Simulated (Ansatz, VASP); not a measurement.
## Y: VASP beside Ansatz

Contents of INCAR:

```
PREC = Accurate ; ENCUT = 520
EDIFF = 1E-6 ; ISMEAR = 0
SIGMA = 0.15 ; LREAL = F
LASPH = T ; NELM = 80
ALGO = Fast ; ISIF = 2
LWAVE = F ; LCHARG = F
GGA = PS ; NBANDS = 12
```

Contents of KPOINTS:

```
regular mesh
0
Gamma
  18 18 18
```

Contents of POSCAR:

```
Y
1.0
    0.0000000000      2.8687229481      1.8646699162
    2.8687229481      0.0000000000      1.8646699162
    2.8687229481      2.8687229481      0.0000000000
Y
1
Direct
    0.0000000000      0.0000000000      0.0000000000
```

Input for Ansatz:

```yaml
crystal:
  lattice:
    - [0.0, 2.8687229481, 1.8646699162]
    - [2.8687229481, 0.0, 1.8646699162]
    - [2.8687229481, 2.8687229481, 0.0]
  atoms:
    - { symbol: "Y", position: [0.0, 0.0, 0.0] }
basis:
  ecutwfc: 420
kpoints:
  mp_grid: { grid: [18, 18, 18] }
hamiltonian:
  xc: pbesol
scf:
  occupations: { method: gaussian, width: 0.15 }
output:
  forces: true
  stress: true
  eigenvalues: true
```

Alike in both runs: task single point; functional PBEsol; k mesh 18 × 18 × 18; occupations gaussian, width 0.15 eV; no spin polarisation.

```csv
,VASP,Ansatz
version,VASP 6.6.1,Ansatz 0.2.0
potentials or method,"VASP PAW PBE potentials, release 64 (Y_sv), cutoff 520 eV","scalar-relativistic, plane waves, PAW"
valence electrons in the cell,11,11
```

```tsv
	VASP	Ansatz	Ansatz less VASP
gap on the k mesh at the Fermi level (eV)	none	none	-
pressure (GPa)	0.6	0.7	+0.15
traceless stress, the component that is largest in VASP (GPa)	-0.50	-0.48	+0.020
```

VASP's potentials were made for PBE, not for PBEsol. A gap of «none» marks a metal or a gap that the smearing closes.
